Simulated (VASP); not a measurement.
# InGa3As4 (P-43m) in VASP: notebook, part 2 of 2

VASP 6.6.1.

## (3) Relaxation of cell and atoms, PBE

This run uses another cell than the first one, of 22.08 Å³/atom.

File INCAR:

```
SYSTEM = InGa3As4
PREC = Accurate
ENCUT = 600
EDIFF = 1E-7
ISMEAR = 0
SIGMA = 0.1
LREAL = .False.
LASPH = .True.
NELM = 80
ALGO = Normal
ISIF = 3
LWAVE = .False.
LCHARG = .False.
GGA = PE
IBRION = 2
NSW = 90
EDIFFG = -0.04
```

File KPOINTS:

```
regular mesh
0
Gamma
  4 4 4
  0 0 0
```

File POSCAR:

```
InGa3As4
1.0
    5.6108227000      0.0000000000      0.0000000000
    0.0000000000      5.6108227000      0.0000000000
    0.0000000000      0.0000000000      5.6108227000
In Ga As
1 3 4
Direct
    0.0000000000      0.0000000000      0.0000000000
    0.5000000000      0.0000000000      0.5000000000
    0.5000000000      0.5000000000      0.0000000000
    0.0000000000      0.5000000000      0.5000000000
    0.2500000000      0.7500000000      0.7500000000
    0.2500000000      0.2500000000      0.2500000000
    0.7500000000      0.7500000000      0.2500000000
    0.7500000000      0.2500000000      0.7500000000
```

Potentials or basis: VASP PAW PBE potentials, release 64 (In_d, Ga_d, As).

Started as:

```sh
> cat potpaw_PBE.64/In_d/POTCAR potpaw_PBE.64/Ga_d/POTCAR potpaw_PBE.64/As/POTCAR > POTCAR
> mpirun -np 1 vasp_std > vasp.out
```

OUTCAR:

```text
SYSTEM = InGa3As4
   PREC = Accurate
   ENCUT = 600
   EDIFF = 1E-7
   ISMEAR = 0
   LREAL = .False.
   LASPH = .True.
   NELM = 80
   ISIF = 3
   GGA = PE
   IBRION = 2
   NSW = 90
   EDIFFG = -0.04

 ion  position               nearest neighbor table
   1  0.000  0.000  0.000-   5 2.43   6 2.43   7 2.43   8 2.43
   2  0.500  0.000  0.500-   5 2.43   6 2.43   7 2.43   8 2.43
   3  0.500  0.500  0.000-   5 2.43   6 2.43   7 2.43   8 2.43
   4  0.000  0.500  0.500-   5 2.43   6 2.43   7 2.43   8 2.43
   5  0.250  0.750  0.750-   1 2.43   2 2.43   3 2.43   4 2.43
   6  0.250  0.250  0.250-   1 2.43   2 2.43   3 2.43   4 2.43
   7  0.750  0.750  0.250-   1 2.43   2 2.43   3 2.43   4 2.43
   8  0.750  0.250  0.750-   1 2.43   2 2.43   3 2.43   4 2.43

  LATTYP: Found a simple cubic cell.
 ALAT       =     5.6108227000

  Lattice vectors:

 A1 = (   5.6108227000,   0.0000000000,   0.0000000000)
 A2 = (   0.0000000000,   5.6108227000,   0.0000000000)
 A3 = (   0.0000000000,   0.0000000000,   5.6108227000)

Analysis of symmetry for initial positions (statically):
=====================================================================
 Subroutine PRICEL returns:
 Original cell was already a primitive cell.

 Routine SETGRP: Setting up the symmetry group for a
 simple cubic supercell.

 Subroutine GETGRP returns: Found 24 space group operations
 (whereof 24 operations were pure point group operations)
 out of a pool of 48 trial point group operations.

The static configuration has the point symmetry T_d .

Analysis of symmetry for dynamics (positions and initial velocities):
=====================================================================
 Subroutine PRICEL returns:
 Original cell was already a primitive cell.

 Routine SETGRP: Setting up the symmetry group for a
 simple cubic supercell.

 Subroutine GETGRP returns: Found 24 space group operations
 (whereof 24 operations were pure point group operations)
 out of a pool of 48 trial point group operations.

The dynamic configuration has the point symmetry T_d .

 Subroutine INISYM returns: Found 24 space group operations
 (whereof 24 operations are pure point group operations),
 and found     1 'primitive' translations

[... 98 lines left out ...]
   ISYM   =      2    0-nonsym 1-usesym 2-fastsym
   POTIM  = 0.5000    time-step for ionic-motion
   TEBEG  =    0.0;   TEEND  =   0.0 temperature during run
   PSTRESS=    0.0 pullay stress
   NELECT =      72.0000    total number of electrons
   NUPDOWN=      -1.0000    fix difference up-down
   EMIN   =  10.00;   EMAX   =-10.00  energy-range for DOS
   EFERMI =   0.00;   METHOD = LEGACY
   ISMEAR =     0;   SIGMA  =   0.10  broadening in eV -4-tet -1-fermi 0-gaus
   EFERMI_NEDOS =   21; number of points for ismear=-14 and -15
   IALGO  =     38    algorithm
   IMIX   =      4    mixing-type and parameters
     AMIX     =   0.40;   BMIX     =  1.00
     AMIX_MAG =   1.60;   BMIX_MAG =  1.00
  volume/ion in A,a.u.               =      22.08       149.00
  Fermi-wavevector in a.u.,A,eV,Ry     =   1.213833  2.293813 20.046712  1.473392
  Thomas-Fermi vector in A             =   2.349273
   LORBIT       =      0    0 simple, 1 ext, 2 COOP (PROOUT), +10 PAW based schemes
   GGA     = PE    functional components
   LHFCALC =     F    Hartree Fock is set to
   AEXX    =    0.0000 exact exchange contribution
   IVDW    =     0    specifies the selected vdW correction
   LEPSILON=     F    determine dielectric tensor
   LRPA    =     F    only Hartree local field effects (RPA)
 conjugate gradient relaxation of ions
 non-spin polarized calculation
 Gauss-broadening in eV      SIGMA  =   0.10
  energy-cutoff  :      600.00
  volume of cell :      176.64
 maximum number of plane-waves:      5940
 NGX is ok and might be reduce to    48
   NGX = 23   NGY = 23   NGZ = 23

--------------------------------------- Ionic step        1  -------------------------------------------

 number of electron      71.9999973 magnetization

 Free energy of the ion-electron system (eV)
  ---------------------------------------------------
  ext. energy  EPLUGINS =         0.00000000
  ---------------------------------------------------
  free energy    TOTEN  =       -31.35761878 eV

  energy without entropy =      -31.35761877  energy(sigma->0) =      -31.35761878

 E-fermi :   5.2679     XC(G=0):  -9.7985

 val. band max:        4.8987104672   @ k =   0.0000   0.0000   0.0000
 cond. band min:       5.6225680134   @ k =   0.0000   0.0000   0.0000
 fundamental gap:      0.7238575462
 Fermi energy:         5.2679036277

 k-point     1 :       0.0000    0.0000    0.0000
  band No.  band energies     occupation
      1     -10.1884      2.00000
      2     -10.1884      2.00000
      3     -10.1884      2.00000
      4     -10.0309      2.00000
      5     -10.0309      2.00000
      6     -10.0309      2.00000
[... 616 lines left out ...]
--------------------------------------- Ionic step        5  -------------------------------------------

 number of electron      71.9999956 magnetization

 Free energy of the ion-electron system (eV)
  ---------------------------------------------------
  ext. energy  EPLUGINS =         0.00000000
  ---------------------------------------------------
  free energy    TOTEN  =       -32.38531086 eV

  energy without entropy =      -32.38286018  energy(sigma->0) =      -32.38408552

 E-fermi :   3.6416     XC(G=0):  -9.2182

 val. band max:        3.6106349970   @ k =   0.0000   0.0000   0.0000
 cond. band min:       4.3022069733   @ k =   0.5000   0.5000   0.5000
 fundamental gap:      0.6915719763
 Fermi energy:         3.6415549395

 k-point     1 :       0.0000    0.0000    0.0000
  band No.  band energies     occupation
      1     -11.1919      2.00000
      2     -11.1919      2.00000
      3     -11.1919      2.00000
      4     -11.1182      2.00000
      5     -11.1182      2.00000
      6     -11.1182      2.00000
[... 484 lines left out ...]
  FREE ENERGIE OF THE ION-ELECTRON SYSTEM (eV)
  ---------------------------------------------------
  free  energy   TOTEN  =       -32.3853108588 eV

  energy  without entropy=      -32.3828601811  energy(sigma->0) =      -32.38408552

 reached required accuracy - stopping structural energy minimisation
```

CONTCAR:

```text
InGa3As4
   1.00000000000000
     5.8592298334924067    0.0000000000000000    0.0000000000000000
     0.0000000000000000    5.8592298334924067   -0.0000000000000000
     0.0000000000000000    0.0000000000000000    5.8592298334924067
  In              Ga              As
     1     3     4
Direct
     0.0000000000000000    0.0000000000000000    0.0000000000000000
     0.5000000000000000    0.0000000000000000    0.5000000000000000
     0.5000000000000000    0.5000000000000000    0.0000000000000000
     0.0000000000000000    0.5000000000000000    0.5000000000000000
     0.2590575241164144    0.7409424758835856    0.7409424758835856
     0.2590575241164144    0.2590575241164144    0.2590575241164144
     0.7409424758835856    0.7409424758835856    0.2590575241164144
     0.7409424758835856    0.2590575241164144    0.7409424758835856

  0.00000000E+00  0.00000000E+00  0.00000000E+00
  0.00000000E+00  0.00000000E+00  0.00000000E+00
  0.00000000E+00  0.00000000E+00  0.00000000E+00
  0.00000000E+00  0.00000000E+00  0.00000000E+00
  0.00000000E+00  0.00000000E+00  0.00000000E+00
  0.00000000E+00  0.00000000E+00  0.00000000E+00
  0.00000000E+00  0.00000000E+00  0.00000000E+00
  0.00000000E+00  0.00000000E+00  0.00000000E+00
```

Wall time 7.5 min (1 thread of Intel Xeon 8259CL, shared host); peak memory 0.39 GiB.

Results:

| Property | Result |
| --- | --- |
| Free energy | -32.3853 eV |
| Relaxed volume | 25.14 Å³/atom |
| Relaxed cell | a = 5.859 Å, b = 5.859 Å, c = 5.859 Å, α = 90.00°, β = 90.00°, γ = 90.00° |
| Space group after relaxing (to 0.1 Å) | P-43m (No. 215) |
| Energy gained by relaxing | 128.5 meV/atom |
| Ionic steps | 5 |
| Pressure after relaxing | 0.2 GPa |
| Band gap on the k mesh | zero (filled and empty bands touch) |

The path:
```tsv
step	energy change (eV)	largest force (eV/Å)	pressure (GPa)	volume (Å³)
1	0.0000	1.7568	11.03	176.64
2	-0.8205	0.0057	-3.72	218.40
3	-1.0004	0.3808	-0.45	203.87
4	-1.0229	0.1743	-0.09	202.29
5	-1.0277	0.0238	0.19	201.15
```

Final structure:
```
In Ga As
1.0
     5.85923    0.00000    0.00000
     0.00000    5.85923    0.00000
     0.00000    0.00000    5.85923
In Ga As
1 3 4
Direct
  0.00000 0.00000 0.00000
  0.50000 0.00000 0.50000
  0.50000 0.50000 0.00000
  0.00000 0.50000 0.50000
  0.25906 0.74094 0.74094
  0.25906 0.25906 0.25906
  0.74094 0.74094 0.25906
  0.74094 0.25906 0.74094
```

Caveat: semilocal functionals underestimate gaps, and a narrow one can read as zero; spin-orbit coupling is left out, which moves the levels of the heavy elements.

## (4) Relaxation of cell and atoms, PBE

This run uses another cell than the first one, of 25.29 Å³/atom.

File INCAR:

```
ALGO = Normal
EDIFF = 1E-6
EDIFFG = -0.01
ENCUT = 600
GGA = PE
IBRION = 2
ISIF = 3
ISMEAR = 0
LASPH = True
LCHARG = False
LREAL = False
LWAVE = False
NELM = 100
NSW = 100
PREC = Accurate
SIGMA = 0.1
```

File KPOINTS:

```
k-points
0
Gamma
  6 6 6
```

File POSCAR:

```
InGa3As4
1.0
    5.8704031329      0.0000000000      0.0000000000
    0.0000000000      5.8704031329      0.0000000000
    0.0000000000      0.0000000000      5.8704031329
In Ga As
1 3 4
Direct
    0.0000000000      0.0000000000      0.0000000000
    0.5000000000      0.0000000000      0.5000000000
    0.5000000000      0.5000000000      0.0000000000
    0.0000000000      0.5000000000      0.5000000000
    0.2595996751      0.7404003249      0.7404003249
    0.2595996751      0.2595996751      0.2595996751
    0.7404003249      0.7404003249      0.2595996751
    0.7404003249      0.2595996751      0.7404003249
```

Started as:

```sh
> cat potpaw_PBE.64/In_d/POTCAR potpaw_PBE.64/Ga_d/POTCAR potpaw_PBE.64/As/POTCAR > POTCAR
> mpirun -np 1 vasp_std > vasp.out
```

Wall time 8.1 min (1 thread of Intel Xeon 8259CL, shared host); peak memory 0.47 GiB.

Results (log left out):

```yaml
Free_energy: -32.4098 eV
Relaxed_volume: 25.19 Å³/atom
Relaxed_cell: a = 5.863 Å, b = 5.863 Å, c = 5.863 Å, α = 90.00°, β = 90.00°, γ = 90.00°
Space_group_after_relaxing_to_0.1_Å: P-43m (No. 215)
Energy_gained_by_relaxing: 0.1 meV/atom
Ionic_steps: 4
Pressure_after_relaxing: 0.0 GPa
Largest_force_after_relaxing: 0.008 eV/Å
Band_gap_on_the_k_mesh: zero (filled and empty bands touch)
```

Forces on the atoms (eV/Å):
```
In   0.000  0.000  0.000
Ga   0.000  0.000  0.000
Ga   0.000  0.000  0.000
Ga   0.000  0.000  0.000
As  -0.005  0.005  0.005
As  -0.005 -0.005 -0.005
As   0.005  0.005 -0.005
As   0.005 -0.005  0.005
```

Step by step:
```tsv
step	energy change (eV)	largest force (eV/Å)	pressure (GPa)	volume (Å³)
1	0.0000	0.0483	-0.22	202.30
2	-0.0008	0.0170	0.07	201.30
3	-0.0008	0.0213	0.03	201.44
4	-0.0009	0.0079	0.00	201.52
```

Final structure:
```
CELL_PARAMETERS angstrom
5.86277 0.00000 0.00000
0.00000 5.86277 0.00000
0.00000 0.00000 5.86277
ATOMIC_POSITIONS crystal
In 0.00000 0.00000 0.00000
Ga 0.50000 0.00000 0.50000
Ga 0.50000 0.50000 0.00000
Ga 0.00000 0.50000 0.50000
As 0.25929 0.74071 0.74071
As 0.25929 0.25929 0.25929
As 0.74071 0.74071 0.25929
As 0.74071 0.25929 0.74071
```

Levels at points of the mesh, in eV from the Fermi level:
```csv
k point,band 34,band 35,band 36,band 37,band 38,band 39
"(0.00, 0.00, 0.00)",-0.21,-0.05,-0.05,-0.05,1.55,1.55
"(0.50, 0.00, 0.00)",-1.69,-1.35,-1.35,1.95,2.03,2.81
"(0.50, 0.50, 0.00)",-1.13,-0.97,-0.97,2.23,2.23,2.74
"(0.50, 0.50, 0.50)",-0.82,-0.82,-0.82,0.64,0.64,0.64
```

Caveat: semilocal functionals underestimate gaps, and a narrow one can read as zero; spin-orbit coupling is left out, which moves the levels of the heavy elements.

## (5) The runs side by side

| task | cell | k mesh | cutoff (eV) | gap on the mesh (eV) | pressure (GPa) | relaxed volume (Å³/atom) | largest force (eV/Å) |
| --- | --- | --- | --- | --- | --- | --- | --- |
| single point | a = 5.858 Å, 8 atoms, atomic positions A | 6 × 6 × 6 | 520 | none | 0.2 | - | 0.02 |
| relaxation of cell and atoms | relaxed from a = 5.611 Å, 8 atoms, atomic positions B | 4 × 4 × 4 | 600 | none | 0.2 | 25.14 | - |
| relaxation of cell and atoms | relaxed from a = 5.870 Å, 8 atoms, atomic positions C | 6 × 6 × 6 | 600 | none | 0.0 | 25.19 | 0.01 |

Alike in all rows: level PBE; potentials or basis VASP PAW PBE potentials, release 64 (In_d, Ga_d, As); no spin polarisation; smearing gaussian 0.1 eV.

Caveats: semilocal functionals underestimate gaps, and a narrow one can read as zero; spin-orbit coupling is left out, which moves the levels of the heavy elements.

Absolute energies hang on the potentials; compare differences alone.

The gap in the log of VASP goes by the Fermi energy; the results here count the filled bands.